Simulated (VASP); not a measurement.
# CsPbSe3 (P6_3/mmc) in VASP: further runs, part 2 of 2

VASP 6.6.1. Earlier steps stand in the parts before.

## Step 4: Single point, PBE

This run uses another cell than the first one, of 32.46 Å³/atom, 1.005 times its volume.

INCAR

```
SYSTEM = CsPbSe3
PREC = Accurate
ENCUT = 520
EDIFF = 1E-7
ISMEAR = 0
SIGMA = 0.1
LREAL = .FALSE.
LASPH = .TRUE.
NELM = 80
ALGO = Normal
ISIF = 2
LWAVE = .FALSE.
LCHARG = .FALSE.
GGA = PE
NBANDS = 52
```

KPOINTS

```
regular mesh
0
G
  6 6 6
  0 0 0
```

POSCAR

```
CsPbSe3
1.0
    7.0900463577      0.0000000000      0.0000000000
   -3.5450231789      6.1401602598      0.0000000000
    0.0000000000      0.0000000000      7.4573471049
Cs Pb Se
2 2 6
Direct
    0.3333333333      0.6666666667      0.7500000000
    0.6666666667      0.3333333333      0.2500000000
    0.0000000000      0.0000000000      0.0000000000
    0.0000000000      0.0000000000      0.5000000000
    0.8039659928      0.6079319856      0.7500000000
    0.3920680144      0.1960340072      0.7500000000
    0.8039659928      0.1960340072      0.7500000000
    0.1960340072      0.3920680144      0.2500000000
    0.6079319856      0.8039659928      0.2500000000
    0.1960340072      0.8039659928      0.2500000000
```

Potentials or basis: VASP PAW PBE potentials, release 64 (Cs_sv, Pb_d, Se).

Launch:

```bash
$ cat potpaw_PBE.64/Cs_sv/POTCAR potpaw_PBE.64/Pb_d/POTCAR potpaw_PBE.64/Se/POTCAR > POTCAR
$ mpirun -np 1 vasp_std > vasp.out
```

OUTCAR:

```text
SYSTEM = CsPbSe3
   PREC = Accurate
   ENCUT = 520
   EDIFF = 1E-7
   ISMEAR = 0
   LREAL = .FALSE.
   LASPH = .TRUE.
   NELM = 80
   ISIF = 2
   GGA = PE

 ion  position               nearest neighbor table
   1  0.333  0.667  0.750-
   2  0.667  0.333  0.250-
   3  0.000  0.000  0.000-   6 3.04   9 3.04   8 3.04   5 3.04   7 3.04  10 3.04   4 3.73   4 3.73

   4  0.000  0.000  0.500-   6 3.04   9 3.04   8 3.04   5 3.04   7 3.04  10 3.04   3 3.73   3 3.73

   5  0.804  0.608  0.750-   3 3.04   4 3.04
   6  0.392  0.196  0.750-   3 3.04   4 3.04
   7  0.804  0.196  0.750-   3 3.04   4 3.04
   8  0.196  0.392  0.250-   3 3.04   4 3.04
   9  0.608  0.804  0.250-   3 3.04   4 3.04
  10  0.196  0.804  0.250-   3 3.04   4 3.04

  LATTYP: Found a hexagonal cell.
 ALAT       =     7.0900463577
 C/A-ratio  =     1.0518051263

  Lattice vectors:

 A1 = (   7.0900463577,   0.0000000000,   0.0000000000)
 A2 = (  -3.5450231789,   6.1401602598,   0.0000000000)
 A3 = (   0.0000000000,   0.0000000000,   7.4573471049)

Analysis of symmetry for initial positions (statically):
=====================================================================
 Subroutine PRICEL returns:
 Original cell was already a primitive cell.

 Routine SETGRP: Setting up the symmetry group for a
 hexagonal supercell.

 Subroutine GETGRP returns: Found 24 space group operations
 (whereof 12 operations were pure point group operations)
 out of a pool of 24 trial point group operations.

The static configuration has the point symmetry D_3d.
 The point group associated with its full space group is D_6h.

Analysis of symmetry for dynamics (positions and initial velocities):
=====================================================================
 Subroutine PRICEL returns:
 Original cell was already a primitive cell.

 Routine SETGRP: Setting up the symmetry group for a
 hexagonal supercell.

 Subroutine GETGRP returns: Found 24 space group operations
 (whereof 12 operations were pure point group operations)
 out of a pool of 24 trial point group operations.

The dynamic configuration has the point symmetry D_3d.
 The point group associated with its full space group is D_6h.

 Subroutine INISYM returns: Found 24 space group operations
 (whereof 12 operations are pure point group operations),
 and found     1 'primitive' translations

----------------------------------------------------------------------------------------

                                     Primitive cell

  volume of cell :     324.6483

  direct lattice vectors                    reciprocal lattice vectors
     7.090046358  0.000000000  0.000000000     0.141042801  0.081431099  0.000000000
    -3.545023179  6.140160260  0.000000000     0.000000000  0.162862199  0.000000000
     0.000000000  0.000000000  7.457347105     0.000000000  0.000000000  0.134095944

  length of vectors
     7.090046358  7.090046358  7.457347105     0.162862199  0.162862199  0.134095944

  position of ions in fractional coordinates (direct lattice)
     0.333333333  0.666666667  0.750000000
     0.666666667  0.333333333  0.250000000
     0.000000000  0.000000000  0.000000000
     0.000000000  0.000000000  0.500000000
[... 49 lines left out ...]
  0.166667  0.000000  0.000000      6.000000
  0.333333  0.000000  0.000000      6.000000
  0.500000  0.000000  0.000000      3.000000
  0.166667  0.166667  0.000000      6.000000
  0.333333  0.166667  0.000000     12.000000
[... 16 lines left out ...]
  0.166667  0.000000  0.500000      6.000000
  0.333333  0.000000  0.500000      6.000000
 [... further k-points ...]
   k-points           NKPTS =     28   k-points in BZ     NKDIM =     28   number of bands    NBANDS=     52
   number of dos      NEDOS =    301   number of ions     NIONS =     10
   total plane-waves  NPLWV = 163296
   dimension x,y,z NGX =    54 NGY =   54 NGZ =   56
   dimension x,y,z NGXF=   108 NGYF=  108 NGZF=  112
   ions per type =               2   2   6
   NGX,Y,Z   is equivalent  to a cutoff of  12.66, 12.66, 12.48 a.u.
   NGXF,Y,Z  is equivalent  to a cutoff of  25.32, 25.32, 24.97 a.u.
 SYSTEM =  CsPbSe3
   PREC   = accura    normal or accurate (medium, high low for compatibility)
   ISTART =      0    job   : 0-new  1-cont  2-samecut
   ICHARG =      2    charge: 1-file 2-atom 10-const
   ISPIN  =      1    spin polarized calculation?
   LNONCOLLINEAR =      F non collinear calculations
   LSORBIT =      F    spin-orbit coupling
   LASPH  =      T    aspherical Exc in radial PAW
   ENCUT  =  520.0 eV  38.22 Ry    6.18 a.u.  13.18 13.18 13.87*2*pi/ulx,y,z
   NELM   =     80;   NELMIN=  2; NELMDL= -5     # of ELM steps
   EDIFF  = 0.1E-06   stopping-criterion for ELM
   LREAL  =      F    real-space projection
   EDIFFG = 0.1E-05   stopping-criterion for IOM
   NSW    =      0    number of steps for IOM
   IBRION =     -1    ionic relax: 0-MD 1-quasi-New 2-CG
   NFREE  =      0    steps in history (QN), initial steepest desc. (CG)
   ISIF   =      2    stress and relaxation
   ISYM   =      2    0-nonsym 1-usesym 2-fastsym
   POTIM  = 0.5000    time-step for ionic-motion
   TEBEG  =    0.0;   TEEND  =   0.0 temperature during run
   PSTRESS=    0.0 pullay stress
   NELECT =      82.0000    total number of electrons
   NUPDOWN=      -1.0000    fix difference up-down
   EMIN   =  10.00;   EMAX   =-10.00  energy-range for DOS
   EFERMI =   0.00;   METHOD = LEGACY
   ISMEAR =     0;   SIGMA  =   0.10  broadening in eV -4-tet -1-fermi 0-gaus
   EFERMI_NEDOS =   21; number of points for ismear=-14 and -15
   IALGO  =     38    algorithm
   IMIX   =      4    mixing-type and parameters
     AMIX     =   0.40;   BMIX     =  1.00
     AMIX_MAG =   1.60;   BMIX_MAG =  1.00
  volume/ion in A,a.u.               =      32.46       219.08
  Fermi-wavevector in a.u.,A,eV,Ry     =   1.034844  1.955572 14.570520  1.070903
  Thomas-Fermi vector in A             =   2.169159
   LORBIT       =      0    0 simple, 1 ext, 2 COOP (PROOUT), +10 PAW based schemes
   GGA     = PE    functional components
   LHFCALC =     F    Hartree Fock is set to
   AEXX    =    0.0000 exact exchange contribution
   IVDW    =     0    specifies the selected vdW correction
   LEPSILON=     F    determine dielectric tensor
   LRPA    =     F    only Hartree local field effects (RPA)
 non-spin polarized calculation
 Gauss-broadening in eV      SIGMA  =   0.10
  energy-cutoff  :      520.00
  volume of cell :      324.65
 maximum number of plane-waves:      8766
 NGX is ok and might be reduce to    54
   NGX = 27   NGY = 27   NGZ = 27

 number of electron      82.0000005 magnetization

 Free energy of the ion-electron system (eV)
  ---------------------------------------------------
  ext. energy  EPLUGINS =         0.00000000
  ---------------------------------------------------
  free energy    TOTEN  =       -33.52033823 eV

  energy without entropy =      -33.46271129  energy(sigma->0) =      -33.49152476

 E-fermi :   2.6825     XC(G=0):  -8.7989

 val. band max:        2.6804747135   @ k =   0.1667   0.0000   0.3333
 cond. band min:       2.7200176477   @ k =   0.1667   0.0000   0.3333
 fundamental gap:      0.0395429342
 Fermi energy:         2.6824673256

 k-point     1 :       0.0000    0.0000    0.0000
  band No.  band energies     occupation
      1     -18.1507      2.00000
      2     -18.1402      2.00000
      3     -14.0321      2.00000
      4     -14.0321      2.00000
      5     -14.0274      2.00000
      6     -13.9455      2.00000
[... 1309 lines left out ...]
     51       8.0851      0.00000
     52       8.0863      0.00000

 [... further k-points ...]
[... 5 lines left out ...]
  --------------------------------------------------------------------------------------
  -------------------------------------------------------------------------------------
  Total        0.1105378      0.1105378      0.0162346     -0.0000000      0.0000000     -0.0000000
  in kB        0.5455169      0.5455169      0.0801194     -0.0000000      0.0000000     -0.0000000
  external PRESSURE =       0.3903844 kB  Pullay stress =       0.0000000 kB

 VOLUME and BASIS-vectors are now :
 -----------------------------------------------------------------------------
  energy-cutoff  :      520.00
  volume of cell :      324.65
      direct lattice vectors                 reciprocal lattice vectors
     7.090046358  0.000000000  0.000000000     0.141042801  0.081431099  0.000000000
    -3.545023179  6.140160260  0.000000000     0.000000000  0.162862199  0.000000000
     0.000000000  0.000000000  7.457347105     0.000000000  0.000000000  0.134095944

 POSITION                                       TOTAL-FORCE (eV/Angst)
 -----------------------------------------------------------------------------------
     -0.00000      4.09344      5.59301         0.000000     -0.000000      0.000000
      3.54502      2.04672      1.86434        -0.000000      0.000000      0.000000
      0.00000      0.00000      0.00000         0.000000      0.000000      0.000000
      0.00000      0.00000      3.72867         0.000000      0.000000      0.000000
      3.54502      3.73280      5.59301         0.000000     -0.005461     -0.000000
      2.08484      1.20368      5.59301         0.004729      0.002730      0.000000
      5.00521      1.20368      5.59301        -0.004729      0.002730     -0.000000
     -0.00000      2.40736      1.86434        -0.000000      0.005461      0.000000
      1.46019      4.93648      1.86434        -0.004729     -0.002730      0.000000
     -1.46019      4.93648      1.86434         0.004729     -0.002730      0.000000
 -----------------------------------------------------------------------------------
    total drift:                               -0.000001      0.000000     -0.000000

  FREE ENERGIE OF THE ION-ELECTRON SYSTEM (eV)
  ---------------------------------------------------
  free  energy   TOTEN  =       -33.5203382327 eV

  energy  without entropy=      -33.4627112871  energy(sigma->0) =      -33.49152476
```

Run time: 12 min. Hardware: 1 thread of Oxide Virtual Turin-like, shared host; peak memory 0.63 GiB.

What came out:

| Property | Result |
| --- | --- |
| Free energy | -33.5203 eV |
| Pressure | 0.0 GPa |
| Largest force | 0.005 eV/Å |
| Band gap on the k mesh | zero (band 41 reaches 3.17 eV, above the bottom of band 42 at 2.33 eV) |

Forces on the atoms (eV/Å):
```
Cs   0.000  0.000  0.000
Cs   0.000  0.000  0.000
Pb   0.000  0.000  0.000
Pb   0.000  0.000  0.000
Se   0.000 -0.005  0.000
Se   0.005  0.003  0.000
Se  -0.005  0.003  0.000
Se   0.000  0.005  0.000
Se  -0.005 -0.003  0.000
Se   0.005 -0.003  0.000
```

Levels at points of the mesh, in eV from the Fermi level:
```csv
k point,band 38,band 39,band 40,band 41,band 42,band 43,band 44,band 45
"(0.00, 0.00, 0.00)",-0.96,0.08,0.30,0.30,0.44,0.73,0.73,2.04
"(0.50, 0.00, 0.00)",-1.07,-0.71,-0.50,-0.39,0.15,0.65,1.08,2.57
"(0.00, 0.00, 0.50)",-1.32,0.25,0.25,0.48,0.48,0.48,0.48,2.63
"(0.50, 0.00, 0.50)",-1.69,-0.28,-0.28,0.32,0.32,0.34,0.34,2.79
```

Caveat: spin-orbit coupling is left out, which moves the levels of the heavy elements.

## Step 5: The runs side by side

| cell | k mesh | gap on the mesh (eV) | pressure (GPa) | largest force (eV/Å) |
| --- | --- | --- | --- | --- |
| a = 7.046, b = 7.046, c = 7.515 Å, angles 90.0, 90.0, 120.0°, 10 atoms | 3 × 3 × 4 | none | 0.1 | - |
| a = 8.405, b = 8.405, c = 7.060 Å, angles 90.0, 90.0, 120.0°, 10 atoms | 3 × 3 × 4 | none | -2.9 | 0.72 |
| a = 7.090, b = 7.090, c = 7.457 Å, angles 90.0, 90.0, 120.0°, 10 atoms | 6 × 6 × 6 | none | 0.0 | 0.01 |

Alike in all rows: task single point; level PBE; potentials or basis VASP PAW PBE potentials, release 64 (Cs_sv, Pb_d, Se); no spin polarisation; cutoff (eV) 520; smearing gaussian 0.1 eV.

Caveats: spin-orbit coupling is left out, which moves the levels of the heavy elements.

Total energies depend on the potentials used, so only differences within one code and one set of settings carry meaning.
